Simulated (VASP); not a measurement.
# InReS4 (F-43m) in VASP: further runs

The runs below take InReS4 through single point, relaxation of cell and atoms, with PBE.

Program: VASP 6.6.1. These are calculated values, not measurements. Logs are shortened: lines on timing, memory, paths and dates and some standing lists are left out, and cuts for length are marked.

**1. The cell of the first run**

Symmetry: F-43m, No. 216, cubic system. Conventional cell: a = 7.576 Å, b = 7.576 Å, c = 7.576 Å, α = 90.00°, β = 90.00°, γ = 90.00°. Within 4.1 Å of In (site symmetry -43m) lie 12 S at 3.15 Å and 4 Re at 3.28 Å. Re (site symmetry -43m) has 12 S at 3.13 Å and 4 In at 3.28 Å within 4.1 Å. S (site symmetry 3m) has 6 S at 2.61 to 2.75 Å and 3 Re at 3.13 Å and 3 In at 3.15 Å within 3.4 Å.

**2. Single point, PBE, collinear spin, ferromagnetic start**

File INCAR:

```
SYSTEM = InReS4
ALGO     = Normal         ! electronic algorithm
EDIFF    = 1E-6           ! SCF threshold, eV
ENCUT    = 520            ! plane-wave cutoff, eV
GGA      = PE             ! functional
ISIF     = 2              ! what is computed and relaxed
ISMEAR   = 0              ! smearing method
ISPIN    = 2              ! spin polarisation
LASPH    = .True.         ! aspherical terms in the spheres
LCHARG   = .False.        ! write CHGCAR
LMAXMIX  = 4              ! l up to which the mixer works
LORBIT   = 11             ! projections on sites
LREAL    = .False.        ! projectors in reciprocal space
LWAVE    = .False.        ! write WAVECAR
MAGMOM   = 0 1 0 0 0 0    ! initial moments
NBANDS   = 35             ! bands
NELM     = 150            ! most SCF steps
PREC     = Accurate       ! precision mode
SIGMA    = 0.1            ! smearing width, eV
```

File KPOINTS:

```
k-points
0
Gamma
  4 4 4
  0 0 0
```

File POSCAR:

```
InReS4
1.0
    0.0000000000      3.7878450683      3.7878450683
    3.7878450683      0.0000000000      3.7878450683
    3.7878450683      3.7878450683      0.0000000000
In Re S
1 1 4
Direct
    0.2500000000      0.2500000000      0.2500000000
    0.5000000000      0.5000000000      0.5000000000
    0.8718798332      0.3843605003      0.8718798332
    0.8718798332      0.8718798332      0.8718798332
    0.8718798332      0.8718798332      0.3843605003
    0.3843605003      0.8718798332      0.8718798332
```

Potentials or basis: VASP PAW PBE potentials, release 64 (In_d, Re, S).

Command:

```sh
$ cat potpaw_PBE.64/In_d/POTCAR potpaw_PBE.64/Re/POTCAR potpaw_PBE.64/S/POTCAR > POTCAR
$ mpirun -np 1 vasp_std > vasp.out
```

OUTCAR:

```text
SYSTEM = InReS4
   EDIFF = 1E-6
   ENCUT = 520
   GGA = PE
   ISIF = 2
   ISMEAR = 0
   ISPIN = 2
   LASPH = .True.
   LORBIT = 11
   LREAL = .False.
   NELM = 150
   PREC = Accurate

 ion  position               nearest neighbor table
   1  0.250  0.250  0.250-   3 3.15   5 3.15   5 3.15   6 3.15   3 3.15   6 3.15   4 3.15   4 3.15
                             4 3.15   3 3.15   5 3.15   6 3.15   2 3.28   2 3.28   2 3.28   2 3.28
   2  0.500  0.500  0.500-   1 3.28   1 3.28   1 3.28   1 3.28
   3  0.872  0.384  0.872-   4 2.61   5 2.61   6 2.61   6 2.75   5 2.75   4 2.75   1 3.15   1 3.15
                             1 3.15
   4  0.872  0.872  0.872-   3 2.61   5 2.61   6 2.61   6 2.75   3 2.75   5 2.75   1 3.15   1 3.15
                             1 3.15
   5  0.872  0.872  0.384-   3 2.61   4 2.61   6 2.61   3 2.75   6 2.75   4 2.75   1 3.15   1 3.15
                             1 3.15
   6  0.384  0.872  0.872-   3 2.61   4 2.61   5 2.61   3 2.75   5 2.75   4 2.75   1 3.15   1 3.15
                             1 3.15

  LATTYP: Found a face centered cubic cell.
 ALAT       =     7.5756901366

  Lattice vectors:

 A1 = (   0.0000000000,   3.7878450683,   3.7878450683)
 A2 = (   3.7878450683,   0.0000000000,   3.7878450683)
 A3 = (   3.7878450683,   3.7878450683,   0.0000000000)

Analysis of symmetry for initial positions (statically):
=====================================================================
 Subroutine PRICEL returns:
 Original cell was already a primitive cell.

 Routine SETGRP: Setting up the symmetry group for a
 face centered cubic supercell.

 Subroutine GETGRP returns: Found 24 space group operations
 (whereof 24 operations were pure point group operations)
 out of a pool of 48 trial point group operations.

The static configuration has the point symmetry T_d .

Analysis of symmetry for dynamics (positions and initial velocities):
=====================================================================
 Subroutine PRICEL returns:
 Original cell was already a primitive cell.

 Routine SETGRP: Setting up the symmetry group for a
 face centered cubic supercell.

 Subroutine GETGRP returns: Found 24 space group operations
 (whereof 24 operations were pure point group operations)
 out of a pool of 48 trial point group operations.

The dynamic configuration has the point symmetry T_d .

Analysis of structural, dynamic, and magnetic symmetry:
=====================================================================
 Subroutine PRICEL returns:
 Original cell was already a primitive cell.

 Routine SETGRP: Setting up the symmetry group for a
 face centered cubic supercell.

 Subroutine GETGRP returns: Found 24 space group operations
 (whereof 24 operations were pure point group operations)
 out of a pool of 48 trial point group operations.

The overall configuration has the point symmetry T_d .

 Subroutine INISYM returns: Found 24 space group operations
 (whereof 24 operations are pure point group operations),
 and found     1 'primitive' translations

----------------------------------------------------------------------------------------

                                     Primitive cell

  volume of cell :     108.6943

  direct lattice vectors                    reciprocal lattice vectors
     0.000000000  3.787845068  3.787845068    -0.132001175  0.132001175  0.132001175
     3.787845068  0.000000000  3.787845068     0.132001175 -0.132001175  0.132001175
     3.787845068  3.787845068  0.000000000     0.132001175  0.132001175 -0.132001175

  length of vectors
     5.356821868  5.356821868  5.356821868     0.228632742  0.228632742  0.228632742

  position of ions in fractional coordinates (direct lattice)
     0.250000000  0.250000000  0.250000000
     0.500000000  0.500000000  0.500000000
     0.871879833  0.384360500  0.871879833
     0.871879833  0.871879833  0.871879833
     0.871879833  0.871879833  0.384360500
     0.384360500  0.871879833  0.871879833

  ion indices of the primitive-cell ions
   primitive index   ion index
                 1           1
                 2           2
                 3           3
                 4           4
                 5           5
                 6           6

----------------------------------------------------------------------------------------

 KPOINTS: k-points

Automatic generation of k-mesh.
 Grid dimensions read from file:
 generate k-points for:    4    4    4

 Generating k-lattice:

  Cartesian coordinates                     Fractional coordinates (reciprocal lattice)
    -0.033000294  0.033000294  0.033000294     0.250000000  0.000000000  0.000000000
     0.033000294 -0.033000294  0.033000294     0.000000000  0.250000000  0.000000000
     0.033000294  0.033000294 -0.033000294     0.000000000  0.000000000  0.250000000

  Length of vectors
     0.057158185  0.057158185  0.057158185

  Shift w.r.t. Gamma in fractional coordinates (k-lattice)
     0.000000000  0.000000000  0.000000000

 Subroutine IBZKPT returns following result:
 ===========================================

 Found      8 irreducible k-points:

 Following reciprocal coordinates:
            Coordinates               Weight
  0.000000  0.000000  0.000000      1.000000
  0.250000  0.000000  0.000000      8.000000
  0.500000  0.000000  0.000000      4.000000
  0.250000  0.250000  0.000000      6.000000
  0.500000  0.250000  0.000000     24.000000
 -0.250000  0.250000  0.000000     12.000000
  0.500000  0.500000  0.000000      3.000000
 -0.250000  0.500000  0.250000      6.000000
   k-points           NKPTS =      8   k-points in BZ     NKDIM =      8   number of bands    NBANDS=     35
   number of dos      NEDOS =    301   number of ions     NIONS =      6
   total plane-waves  NPLWV =  64000
   dimension x,y,z NGX =    40 NGY =   40 NGZ =   40
   dimension x,y,z NGXF=    80 NGYF=   80 NGZF=   80
   ions per type =               1   1   4
   NGX,Y,Z   is equivalent  to a cutoff of  12.41, 12.41, 12.41 a.u.
   NGXF,Y,Z  is equivalent  to a cutoff of  24.83, 24.83, 24.83 a.u.
 SYSTEM =  InReS4
   PREC   = accura    normal or accurate (medium, high low for compatibility)
   ISTART =      0    job   : 0-new  1-cont  2-samecut
   ICHARG =      2    charge: 1-file 2-atom 10-const
   ISPIN  =      2    spin polarized calculation?
   LNONCOLLINEAR =      F non collinear calculations
   LSORBIT =      F    spin-orbit coupling
   LASPH  =      T    aspherical Exc in radial PAW
   ENCUT  =  520.0 eV  38.22 Ry    6.18 a.u.   9.96  9.96  9.96*2*pi/ulx,y,z
   NELM   =    150;   NELMIN=  2; NELMDL= -5     # of ELM steps
   EDIFF  = 0.1E-05   stopping-criterion for ELM
   LREAL  =      F    real-space projection
   EDIFFG = 0.1E-04   stopping-criterion for IOM
   NSW    =      0    number of steps for IOM
   IBRION =     -1    ionic relax: 0-MD 1-quasi-New 2-CG
   NFREE  =      0    steps in history (QN), initial steepest desc. (CG)
   ISIF   =      2    stress and relaxation
   ISYM   =      2    0-nonsym 1-usesym 2-fastsym
   POTIM  = 0.5000    time-step for ionic-motion
   TEBEG  =    0.0;   TEEND  =   0.0 temperature during run
   PSTRESS=    0.0 pullay stress
   NELECT =      44.0000    total number of electrons
   NUPDOWN=      -1.0000    fix difference up-down
   EMIN   =  10.00;   EMAX   =-10.00  energy-range for DOS
   EFERMI =   0.00;   METHOD = LEGACY
   ISMEAR =     0;   SIGMA  =   0.10  broadening in eV -4-tet -1-fermi 0-gaus
   EFERMI_NEDOS =   21; number of points for ismear=-14 and -15
   IALGO  =     38    algorithm
   IMIX   =      4    mixing-type and parameters
     AMIX     =   0.40;   BMIX     =  1.00
     AMIX_MAG =   1.60;   BMIX_MAG =  1.00
  volume/ion in A,a.u.               =      18.12       122.25
  Fermi-wavevector in a.u.,A,eV,Ry     =   1.211035  2.288525 19.954397  1.466607
  Thomas-Fermi vector in A             =   2.346564
   LORBIT       =     11    0 simple, 1 ext, 2 COOP (PROOUT), +10 PAW based schemes
   GGA     = PE    functional components
   LHFCALC =     F    Hartree Fock is set to
   AEXX    =    0.0000 exact exchange contribution
   IVDW    =     0    specifies the selected vdW correction
   LEPSILON=     F    determine dielectric tensor
   LRPA    =     F    only Hartree local field effects (RPA)
 spin polarized calculation
 Gauss-broadening in eV      SIGMA  =   0.10
  energy-cutoff  :      520.00
  volume of cell :      108.69
 maximum number of plane-waves:      2954
   NGX = 19   NGY = 19   NGZ = 19

 number of electron      43.9999990 magnetization       0.4761505

 Free energy of the ion-electron system (eV)
  ---------------------------------------------------
  ext. energy  EPLUGINS =         0.00000000
  ---------------------------------------------------
  free energy    TOTEN  =       -22.76774051 eV

  energy without entropy =      -22.73519132  energy(sigma->0) =      -22.75146591

 E-fermi :   7.4074     XC(G=0): -11.1317

 val. band max:        7.3696002868   @ k =   0.5000   0.2500   0.0000
 cond. band min:       7.4134001476   @ k =  -0.2500   0.2500   0.0000
 fundamental gap:      0.0437998608
 Fermi energy:         7.4073858934

 spin component 1

 k-point     1 :       0.0000    0.0000    0.0000
  band No.  band energies     occupation
      1      -9.0188      1.00000
      2      -6.8953      1.00000
      3      -6.8953      1.00000
      4      -6.8953      1.00000
      5      -6.8755      1.00000
      6      -6.8755      1.00000
[... 26 lines left out ...]
     33      15.9385      0.00000
     34      15.9392      0.00000
[... 227 lines left out ...]
      3      -6.8927      1.00000
      4      -6.8725      1.00000
      5      -6.8633      1.00000
      6      -6.7358      1.00000
[... 26 lines left out ...]
     33      14.1931      0.00000
     34      15.4362      0.00000
 Fermi energy:         7.4073858934

 spin component 2

 k-point     1 :       0.0000    0.0000    0.0000
  band No.  band energies     occupation
      1      -9.0443      1.00000
      2      -6.8976      1.00000
      3      -6.8976      1.00000
      4      -6.8976      1.00000
      5      -6.8779      1.00000
      6      -6.8779      1.00000
[... 26 lines left out ...]
     33      15.9191      0.00000
     34      15.9191      0.00000
[... 227 lines left out ...]
      3      -6.8957      1.00000
      4      -6.8742      1.00000
      5      -6.8652      1.00000
      6      -6.7412      1.00000
[... 26 lines left out ...]
     33      14.2953      0.00000
     34      15.5301      0.00000
 [bands above 34 left out]

------------------------ aborting loop because EDIFF is reached ----------------------------------------

  FORCE on cell =-STRESS in cart. coord.  units (eV):
  Direction    XX          YY          ZZ          XY          YZ          ZX
  --------------------------------------------------------------------------------------
  -------------------------------------------------------------------------------------
  Total       -2.2979485     -2.2979485     -2.2979485      0.0000000      0.0000000     -0.0000000
  in kB      -33.8722670    -33.8722670    -33.8722670      0.0000000      0.0000000     -0.0000000
  external PRESSURE =     -33.8722670 kB  Pullay stress =       0.0000000 kB

 VOLUME and BASIS-vectors are now :
 -----------------------------------------------------------------------------
  energy-cutoff  :      520.00
  volume of cell :      108.69
      direct lattice vectors                 reciprocal lattice vectors
     0.000000000  3.787845068  3.787845068    -0.132001175  0.132001175  0.132001175
     3.787845068  0.000000000  3.787845068     0.132001175 -0.132001175  0.132001175
     3.787845068  3.787845068  0.000000000     0.132001175  0.132001175 -0.132001175

 POSITION                                       TOTAL-FORCE (eV/Angst)
 -----------------------------------------------------------------------------------
      1.89392      1.89392      1.89392         0.000000      0.000000      0.000000
      3.78785      3.78785      3.78785         0.000000      0.000000      0.000000
      4.75844      6.60509      4.75844        -0.087052      0.087052     -0.087052
      6.60509      6.60509      6.60509         0.087052      0.087052      0.087052
      4.75844      4.75844      6.60509        -0.087052     -0.087052      0.087052
      6.60509      4.75844      4.75844         0.087052     -0.087052     -0.087052
 -----------------------------------------------------------------------------------
    total drift:                               -0.000000     -0.000000     -0.000000

  FREE ENERGIE OF THE ION-ELECTRON SYSTEM (eV)
  ---------------------------------------------------
  free  energy   TOTEN  =       -22.7677405099 eV

  energy  without entropy=      -22.7351913151  energy(sigma->0) =      -22.75146591

 total charge

# of ion       s       p       d       tot
------------------------------------------
    1        0.978   0.388   9.881  11.246
    2        0.370   0.159   4.635   5.163
    3        1.443   2.067   0.000   3.510
    4        1.443   2.067   0.000   3.510
    5        1.443   2.067   0.000   3.510
    6        1.443   2.067   0.000   3.510
--------------------------------------------------
tot          7.118   8.816  14.516  30.449

 magnetization (x)

# of ion       s       p       d       tot
------------------------------------------
    1       -0.007  -0.000   0.001  -0.006
    2        0.027   0.006   0.518   0.551
    3        0.000  -0.023   0.000  -0.023
    4        0.000  -0.023   0.000  -0.023
    5        0.000  -0.023   0.000  -0.023
    6        0.000  -0.023   0.000  -0.023
--------------------------------------------------
tot          0.022  -0.088   0.519   0.453
```

Run time: 3.8 min. Hardware: 1 thread of AMD EPYC 9R45 (Zen 5), shared host; peak memory 0.28 GiB.

What came out:

| Item | Value |
| --- | --- |
| Free energy | -22.7677 eV |
| Pressure | -3.4 GPa |
| Largest force | 0.151 eV/Å |
| Net moment | 0.48 μB per cell |
| Site moments | In -0.01; Re +0.55; S -0.02 μB |
| Valence electrons inside the program's atomic spheres | In 11.25; Re 5.16; S 3.51 |

Forces in eV/Å, atoms in the order of the input:
```
In   0.000  0.000  0.000
Re   0.000  0.000  0.000
S   -0.087  0.087 -0.087
S    0.087  0.087  0.087
S   -0.087 -0.087  0.087
S    0.087 -0.087 -0.087
```

Caveat: spin-orbit coupling is left out, which moves the levels of the heavy elements.

(Continued in part 2 of 2.)
